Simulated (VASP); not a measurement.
Runs of VASP 6.6.1 on TaN. The structure is that of space group Fm-3m (No. 225), or close to it. The cells are those of the table. 

| cell | gap on the mesh (eV) | pressure (GPa) |
| --- | --- | --- |
| a = 3.021, b = 3.021, c = 2.958 Å, angles 60.7, 60.7, 58.6°, 2 atoms | none | 56.0 |
| a = 3.128, b = 3.128, c = 3.174 Å, angles 59.5, 59.5, 61.0°, 2 atoms | none | -4.5 |
| a = 3.136, b = 3.136, c = 3.189 Å, angles 59.4, 59.4, 61.1°, 2 atoms | none | -7.2 |
| a = 3.051, b = 3.051, c = 3.020 Å, angles 60.3, 60.3, 59.3°, 2 atoms | none | 33.4 |
| a = 3.113, b = 3.113, c = 3.143 Å, angles 59.7, 59.7, 60.7°, 2 atoms | none | 1.4 |
| a = 3.144, b = 3.144, c = 3.205 Å, angles 59.4, 59.4, 61.3°, 2 atoms | none | -9.7 |
| a = 3.066, b = 3.066, c = 3.051 Å, angles 60.2, 60.2, 59.7°, 2 atoms | none | (b) |
| a = 3.036, b = 3.036, c = 2.989 Å, angles 60.5, 60.5, 59.0°, 2 atoms | none | 44.1 |
| a = 3.097, b = 3.097, c = 3.112 Å, angles 59.8, 59.8, 60.3°, 2 atoms | none | (a) |

Alike in all rows: task single point; level PBE; potentials or basis VASP PAW PBE potentials, release 64 (Ta_pv, N); no spin polarisation; k mesh 18 × 18 × 18; cutoff (eV) 520; smearing gaussian 0.15 eV.

Task: Fill in the values left out.

Result: (a) 8.0; (b) 24.0.

Caveats: spin-orbit coupling is left out, which moves the levels of the heavy elements; the stress differs along the axes, from 31 to 69 GPa (at least some runs); the stress differs along the axes, from -10 to 6 GPa (at least some runs); the stress differs along the axes, from -13 to 5 GPa (at least some runs); the stress differs along the axes, from 22 to 39 GPa (at least some runs); the stress differs along the axes, from -3 to 9 GPa (at least some runs); the stress differs along the axes, from -16 to 3 GPa (at least some runs).

A k mesh can miss the band edges, and the runs leave out spin-orbit coupling on Ta.

A gap of «none» marks levels without a gap at the run's occupations.
